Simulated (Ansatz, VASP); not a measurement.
## One calculation of GaAs, two programs

```
CELL_PARAMETERS angstrom
0.00000 2.80154 2.80154
2.80154 0.00000 2.80154
2.80154 2.80154 0.00000
ATOMIC_POSITIONS crystal
Ga 0.00000 0.00000 0.00000
As 0.75000 0.75000 0.75000
```

Alike in both runs: functional LDA; k mesh 10 × 10 × 10; occupations gaussian, width 0.02 eV; no spin polarisation.

Ansatz relaxed the structure, and its values are those at the end. VASP's run is a single point on that final structure, the one shown.

|  | VASP | Ansatz |
| --- | --- | --- |
| version | VASP 6.6.1 | Ansatz 0.2.0 |
| potentials or method | VASP PAW LDA potentials, release 64 (Ga_d, As), cutoff 520 eV | scalar-relativistic, plane waves, PAW |
| valence electrons in the cell | 18 | 28 |

```tsv
	VASP	Ansatz	Ansatz less VASP
gap on the k mesh at the Fermi level (eV)	0.54	0.49	-0.045
least direct gap on the mesh (eV)	0.54	0.49	-0.045
pressure (GPa)	0.3	0.0	-0.32
```

Ansatz warns that its potentials were made for another functional, while VASP's fit it. LDA's correlation is that of Perdew and Zunger in VASP and of Perdew and Wang (1992) in Ansatz. VASP's potentials hold 18 valence electrons a cell and Ansatz's 28, so a difference there can come from the potentials and not from the codes.
